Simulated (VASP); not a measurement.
# MgH2 (P1) in VASP: a series of runs

Runs on MgH2. Level: LDA. Tasks: single point.

Everything below comes from runs of VASP 6.6.1. Logs are shortened: lines on timing, memory, paths and dates and some standing lists are left out, and cuts for length are marked.

### Step 1. The cell of the first run

The typed cell holds 6 atoms: a = 6.735 Å, b = 3.367 Å, c = 3.367 Å, α = 60.00°, β = 60.00°, γ = 60.00°.

### Step 2. Single point, LDA

Input file INCAR:

```
PREC = Accurate ; ENCUT = 400
EDIFF = 1E-6 ; ISMEAR = -1
SIGMA = 0.1 ; LREAL = False
LASPH = True ; NELM = 120
ALGO = Normal ; ISIF = 2
LWAVE = False ; LCHARG = False
GGA = CA ; NBANDS = 13
GGA_COMPAT = False ; ISYM = -1
```

Input file KPOINTS:

```
explicit points
4
Reciprocal
  0.25000000   0.25000000   0.25000000 2
  0.25000000   0.25000000   0.75000000 2
  0.25000000   0.75000000   0.25000000 2
  0.25000000   0.75000000   0.75000000 2
```

Input file POSCAR:

```
MgH2
1.0
    0.0000000000      4.7621340000      4.7621340000
    2.3810670000      0.0000000000      2.3810670000
    2.3810670000      2.3810670000      0.0000000000
Mg H
2 4
Direct
    0.0000132294      0.0012431402     -0.0002944058
    0.4996204433     -0.0044910538      0.0019459763
    0.3922467322      0.7896634156      0.7305290023
    0.1291113396      0.2563016916      0.2370216798
    0.8670761890      0.7854810469      0.7484211910
    0.6203989640      0.2468720956      0.2442052240
```

Potentials or basis: VASP PAW LDA potentials, release 64 (Mg, H).

Run with:

```console
$ cat potpaw_LDA.64/Mg/POTCAR potpaw_LDA.64/H/POTCAR > POTCAR
$ mpirun -np 1 vasp_std > vasp.out
```

OUTCAR:

```text
PREC = Accurate
   ENCUT = 400
   EDIFF = 1E-6
   ISMEAR = -1
   LREAL = False
   LASPH = True
   NELM = 120
   ISIF = 2
   GGA = CA
   ISYM = -1

 ion  position               nearest neighbor table
   1  0.000  0.001  1.000-   5 2.02   4 2.05   5 2.06   4 2.06   6 2.09   4 2.10   5 2.16   3 2.16
                             2 3.36   2 3.36   2 3.36   2 3.37   2 3.38   2 3.38
   2  0.500  0.996  0.002-   3 1.91   3 2.01   6 2.02   5 2.02   4 2.04   6 2.06   6 2.08   3 2.19
                             1 3.36   1 3.36   1 3.36   1 3.37   1 3.38   1 3.38
   3  0.392  0.790  0.731-   2 1.91   2 2.01   1 2.16   2 2.19
   4  0.129  0.256  0.237-   2 2.04   1 2.05   1 2.06   1 2.10
   5  0.867  0.785  0.748-   1 2.02   2 2.02   1 2.06   1 2.16
   6  0.620  0.247  0.244-   2 2.02   2 2.06   2 2.08   1 2.09

IMPORTANT INFORMATION: All symmetrisations will be switched off!
NOSYMM: (Re-)initialisation of all symmetry stuff for point group C_1.

----------------------------------------------------------------------------------------

                                     Primitive cell

  volume of cell :      53.9976

  direct lattice vectors                    reciprocal lattice vectors
     0.000000000  4.762134000  4.762134000    -0.104994946  0.104994946  0.104994946
     2.381067000  0.000000000  2.381067000     0.209989891 -0.209989891  0.209989891
     2.381067000  2.381067000  0.000000000     0.209989891  0.209989891 -0.209989891

  length of vectors
     6.734674489  3.367337244  3.367337244     0.181856580  0.363713160  0.363713160

  position of ions in fractional coordinates (direct lattice)
     0.000013229  0.001243140  0.999705594
     0.499620443  0.995508946  0.001945976
     0.392246732  0.789663416  0.730529002
     0.129111340  0.256301692  0.237021680
     0.867076189  0.785481047  0.748421191
     0.620398964  0.246872096  0.244205224

  ion indices of the primitive-cell ions
   primitive index   ion index
                 1           1
                 2           2
                 3           3
                 4           4
                 5           5
                 6           6

----------------------------------------------------------------------------------------

 KPOINTS: explicit points

Read explicit list of k-points.

 Found      4 k-points:

 Following reciprocal coordinates:
            Coordinates               Weight
  0.250000  0.250000  0.250000      0.250000
  0.250000  0.250000  0.750000      0.250000
  0.250000  0.750000  0.250000      0.250000
  0.250000  0.750000  0.750000      0.250000
   k-points           NKPTS =      4   k-points in BZ     NKDIM =      4   number of bands    NBANDS=     13
   number of dos      NEDOS =    301   number of ions     NIONS =      6
   total plane-waves  NPLWV =  27648
   dimension x,y,z NGX =    48 NGY =   24 NGZ =   24
   dimension x,y,z NGXF=    96 NGYF=   48 NGZF=   48
   ions per type =               2   4
   NGX,Y,Z   is equivalent  to a cutoff of  11.85, 11.85, 11.85 a.u.
   NGXF,Y,Z  is equivalent  to a cutoff of  23.70, 23.70, 23.70 a.u.
 SYSTEM =  unknown system
   PREC   = accura    normal or accurate (medium, high low for compatibility)
   ISTART =      0    job   : 0-new  1-cont  2-samecut
   ICHARG =      2    charge: 1-file 2-atom 10-const
   ISPIN  =      1    spin polarized calculation?
   LNONCOLLINEAR =      F non collinear calculations
   LSORBIT =      F    spin-orbit coupling
   LASPH  =      T    aspherical Exc in radial PAW
   ENCUT  =  400.0 eV  29.40 Ry    5.42 a.u.  10.98  5.49  5.49*2*pi/ulx,y,z
   NELM   =    120;   NELMIN=  2; NELMDL= -5     # of ELM steps
   EDIFF  = 0.1E-05   stopping-criterion for ELM
   LREAL  =      F    real-space projection
   EDIFFG = 0.1E-04   stopping-criterion for IOM
   NSW    =      0    number of steps for IOM
   IBRION =     -1    ionic relax: 0-MD 1-quasi-New 2-CG
   NFREE  =      0    steps in history (QN), initial steepest desc. (CG)
   ISIF   =      2    stress and relaxation
   ISYM   =     -1    0-nonsym 1-usesym 2-fastsym
   POTIM  = 0.5000    time-step for ionic-motion
   TEBEG  =    0.0;   TEEND  =   0.0 temperature during run
   PSTRESS=    0.0 pullay stress
   NELECT =       8.0000    total number of electrons
   NUPDOWN=      -1.0000    fix difference up-down
   EMIN   =  10.00;   EMAX   =-10.00  energy-range for DOS
   EFERMI =   0.00;   METHOD = LEGACY
   ISMEAR =    -1;   SIGMA  =   0.10  broadening in eV -4-tet -1-fermi 0-gaus
   EFERMI_NEDOS =   21; number of points for ismear=-14 and -15
   IALGO  =     38    algorithm
   IMIX   =      4    mixing-type and parameters
     AMIX     =   0.40;   BMIX     =  1.00
     AMIX_MAG =   1.60;   BMIX_MAG =  1.00
  volume/ion in A,a.u.               =       9.00        60.73
  Fermi-wavevector in a.u.,A,eV,Ry     =   0.866257  1.636988 10.209818  0.750400
  Thomas-Fermi vector in A             =   1.984619
   LORBIT       =      0    0 simple, 1 ext, 2 COOP (PROOUT), +10 PAW based schemes
   GGA     = CA    functional components
   LHFCALC =     F    Hartree Fock is set to
   AEXX    =    0.0000 exact exchange contribution
   IVDW    =     0    specifies the selected vdW correction
   LEPSILON=     F    determine dielectric tensor
   LRPA    =     F    only Hartree local field effects (RPA)
 non-spin polarized calculation
  energy-cutoff  :      400.00
  volume of cell :       54.00
 maximum number of plane-waves:       985
 NGX is ok and might be reduce to    48
   NGX = 21   NGY = 11   NGZ = 11

 number of electron       8.0000000 magnetization

 Free energy of the ion-electron system (eV)
  ---------------------------------------------------
  ext. energy  EPLUGINS =         0.00000000
  ---------------------------------------------------
  free energy    TOTEN  =       -18.12206977 eV

  energy without entropy =      -18.12168028  energy(sigma->0) =      -18.12187502

 E-fermi :   2.9071     XC(G=0):  -9.2692

 val. band max:        2.1315342922   @ k =   0.2500   0.2500   0.2500
 cond. band min:       3.7352507991   @ k =   0.2500   0.2500   0.7500
 fundamental gap:      1.6037165068
 Fermi energy:         2.9070727213

 k-point     1 :       0.2500    0.2500    0.2500
  band No.  band energies     occupation
      1      -6.1353      2.00000
      2      -2.6731      2.00000
      3      -1.6798      2.00000
      4       2.1315      1.99914
      5       4.5618      0.00000
      6       7.6285      0.00000
      7       9.0489      0.00000
      8       9.0984      0.00000
      9       9.6590      0.00000
     10      10.5383      0.00000
     11      13.6306      0.00000
     12      13.9885      0.00000
     13      14.5960      0.00000

 k-point     2 :       0.2500    0.2500    0.7500
  band No.  band energies     occupation
      1      -3.9960      2.00000
      2      -2.4089      2.00000
      3      -1.0696      2.00000
      4      -0.4612      2.00000
      5       3.7353      0.00051
      6       5.2754      0.00000
      7       5.9694      0.00000
      8       6.9746      0.00000
      9      10.1760      0.00000
     10      10.8718      0.00000
     11      12.7261      0.00000
     12      14.2875      0.00000
     13      15.0653      0.00000

 k-point     3 :       0.2500    0.7500    0.2500
  band No.  band energies     occupation
      1      -4.0084      2.00000
      2      -2.3570      2.00000
      3      -1.1519      2.00000
      4      -0.4249      2.00000
      5       3.7720      0.00035
      6       5.2771      0.00000
      7       5.9127      0.00000
      8       7.0175      0.00000
      9      10.1469      0.00000
     10      10.8316      0.00000
     11      12.7841      0.00000
     12      14.2870      0.00000
     13      15.1005      0.00000

 k-point     4 :       0.2500    0.7500    0.7500
  band No.  band energies     occupation
      1      -5.3944      2.00000
      2      -4.7101      2.00000
      3       0.5960      2.00000
      4       1.0905      2.00000
      5       6.1211      0.00000
      6       7.4710      0.00000
      7       7.7203      0.00000
      8       8.3004      0.00000
      9      10.5075      0.00000
     10      11.6108      0.00000
     11      12.0030      0.00000
     12      12.6177      0.00000
     13      13.1695      0.00000

------------------------ aborting loop because EDIFF is reached ----------------------------------------

  FORCE on cell =-STRESS in cart. coord.  units (eV):
  Direction    XX          YY          ZZ          XY          YZ          ZX
  --------------------------------------------------------------------------------------
  -------------------------------------------------------------------------------------
  Total       -1.1415780     -1.3477719     -1.2962278      0.9644936      0.9565300      0.8489659
  in kB      -33.8720389    -39.9900675    -38.4606917     28.6177230     28.3814355     25.1898736
  external PRESSURE =     -37.4409327 kB  Pullay stress =       0.0000000 kB

 VOLUME and BASIS-vectors are now :
 -----------------------------------------------------------------------------
  energy-cutoff  :      400.00
  volume of cell :       54.00
      direct lattice vectors                 reciprocal lattice vectors
     0.000000000  4.762134000  4.762134000    -0.104994946  0.104994946  0.104994946
     2.381067000  0.000000000  2.381067000     0.209989891 -0.209989891  0.209989891
     2.381067000  2.381067000  0.000000000     0.209989891  0.209989891 -0.209989891

 POSITION                                       TOTAL-FORCE (eV/Angst)
 -----------------------------------------------------------------------------------
      2.38333      2.38043      0.00302         0.111515     -0.086175      0.063145
      2.37501      2.38389      4.74963         0.075623      0.098976      0.277629
      3.61968      3.60737      3.74817        -0.217305     -0.258551     -0.640173
      1.17464      1.17921      1.22512         0.149075     -0.038552      0.007574
      3.65232      5.91117      5.99942        -0.270536      0.178010     -0.016278
      1.16929      3.53589      3.54224         0.151629      0.106292      0.308102
 -----------------------------------------------------------------------------------
    total drift:                                0.000008     -0.000018     -0.000136

  FREE ENERGIE OF THE ION-ELECTRON SYSTEM (eV)
  ---------------------------------------------------
  free  energy   TOTEN  =       -18.1220697704 eV

  energy  without entropy=      -18.1216802794  energy(sigma->0) =      -18.12187502
```

Run time: 3.2 s. Hardware: 1 thread of Intel Xeon Platinum 8488C (Sapphire Rapids), shared host; peak memory 0.13 GiB.

Results:

* Free energy: -18.1221 eV
* Pressure: -3.7 GPa
* Largest force: 0.724 eV/Å
* Band gap on the k mesh: 1.60 eV

Forces on the atoms (eV/Å):
```
Mg   0.112 -0.086  0.063
Mg   0.076  0.099  0.278
H   -0.217 -0.259 -0.640
H    0.149 -0.039  0.008
H   -0.271  0.178 -0.016
H    0.152  0.106  0.308
```

Stress tensor (GPa, compression positive):
```
-3.39  2.86  2.52
 2.86 -4.00  2.84
 2.52  2.84 -3.85
```

Caveat: the cell stands under tension; a shifted mesh leaves out Γ, where band edges can lie.

### Step 3. Single point, LDA

Input file INCAR:

```
PREC     = Accurate       # precision mode
ENCUT    = 400            # plane-wave cutoff, eV
EDIFF    = 1E-6           # SCF threshold, eV
ISMEAR   = -1             # smearing method
SIGMA    = 0.1            # smearing width, eV
LREAL    = False          # projectors in reciprocal space
LASPH    = True           # aspherical terms in the spheres
NELM     = 120            # most SCF steps
ALGO     = Normal         # electronic algorithm
ISIF     = 2              # what is computed and relaxed
LWAVE    = False          # write WAVECAR
LCHARG   = False          # write CHGCAR
NBANDS   = 13             # bands
GGA_COMPAT= False        
ISYM     = -1
```

KPOINTS is that of step 2.

Input file POSCAR:

```
MgH2
1.0
    0.0000000000      4.7621340000      4.7621340000
    2.3810670000      0.0000000000      2.3810670000
    2.3810670000      2.3810670000      0.0000000000
Mg H
2 4
Direct
    0.0000082946      0.0029816465     -0.0006952765
    0.4991651852     -0.0104010093      0.0045217123
    0.4125847782      0.8379214025      0.7055152165
    0.1338930194      0.2661670167      0.2205307536
    0.8581397542      0.8293250463      0.7456612939
    0.6153126938      0.2454830124      0.2360309475
```

Potentials or basis: VASP PAW LDA potentials, release 64 (Mg, H).

Run with:

```console
$ cat potpaw_LDA.64/Mg/POTCAR potpaw_LDA.64/H/POTCAR > POTCAR
$ mpirun -np 1 vasp_std > vasp.out
```

Run time: 3.1 s. Hardware: 1 thread of Intel Xeon Platinum 8488C (Sapphire Rapids), shared host; peak memory 0.14 GiB.

The run converged. Its results:

| Property | Result |
| --- | --- |
| Free energy | -17.7659 eV |
| Pressure | -2.2 GPa |
| Largest force | 1.815 eV/Å |
| Band gap on the k mesh | 1.39 eV (least direct gap 2.26 eV) |

Forces in eV/Å, atoms in the order of the input:
```
Mg   0.271 -0.167  0.092
Mg   0.359  0.523  0.665
H   -0.694 -0.826 -1.460
H    0.309 -0.077 -0.020
H   -0.576  0.310 -0.014
H    0.331  0.237  0.736
```

Stress tensor (GPa, compression positive):
```
-1.70  3.87  3.12
 3.87 -2.67  3.51
 3.12  3.51 -2.36
```

Levels at points of the mesh, in eV from the valence-band top:
```tsv
k point	band 1	band 2	band 3	band 4	band 5	band 6	band 7	band 8	band 9
(0.25, 0.25, 0.25)	-8.47	-5.07	-3.95	0.00	2.26	5.02	6.52	6.79	7.37
```

Caveat: a shifted mesh leaves out Γ, where band edges can lie; forces of over 1 eV/Å act on the atoms, so gaps and moduli don't describe the material at rest. A k mesh can miss the band edges.
